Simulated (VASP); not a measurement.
Wanted: the native input for a VASP 6.6.1 run.

```yaml
Task: single point
Functional: PBE
Potentials_or_basis: VASP PAW PBE potentials, release 64 (In_d, P)
Cutoff: 520 eV
k_mesh: 6 × 6 × 6
Occupations: fermi-dirac, width 0.02 eV
Spin: no spin polarisation
Dipole_correction: no
Further_INCAR_settings: ALGO = Normal; EDIFF = 1e-06; NBANDS = 16
```

The structure of InP lies in POSCAR:

```
InP
1.0
    0.0000000000      2.8550000000      2.8550000000
    2.8550000000      0.0000000000      2.8550000000
    2.8550000000      2.8550000000      0.0000000000
In P
1 1
Direct
    0.0000000000      0.0000000000      0.0000000000
    0.5000000000      0.5000000000      0.5000000000
```

The input as run:

INCAR

```
PREC = Accurate
ENCUT = 520
EDIFF = 1E-6
ISMEAR = -1
SIGMA = 0.02
LREAL = False
LASPH = True
NELM = 60
ALGO = Normal
ISIF = 2
LWAVE = False
LCHARG = True
GGA = PE
LELF = True
LVHAR = True
NBANDS = 16
```

KPOINTS

```
Automatic mesh
0
Gamma
  6 6 6
```

Potentials or basis: VASP PAW PBE potentials, release 64 (In_d, P).

The run is started by

```sh
$ cat potpaw_PBE.64/In_d/POTCAR potpaw_PBE.64/P/POTCAR > POTCAR
$ mpirun -np 1 vasp_std > vasp.out
```

Results of the run:

```yaml
Pressure: -5.1 GPa
Band_gap_on_the_k_mesh: zero (band 9 reaches 6.22 eV, above the bottom of band 10 at 3.91 eV)
```

Caveat: spin-orbit coupling is left out, which moves the levels of the heavy elements.

Wall time 12 s on 1 thread of Intel Xeon 6975P-C, with other jobs on the host, peak memory 0.17 GiB.
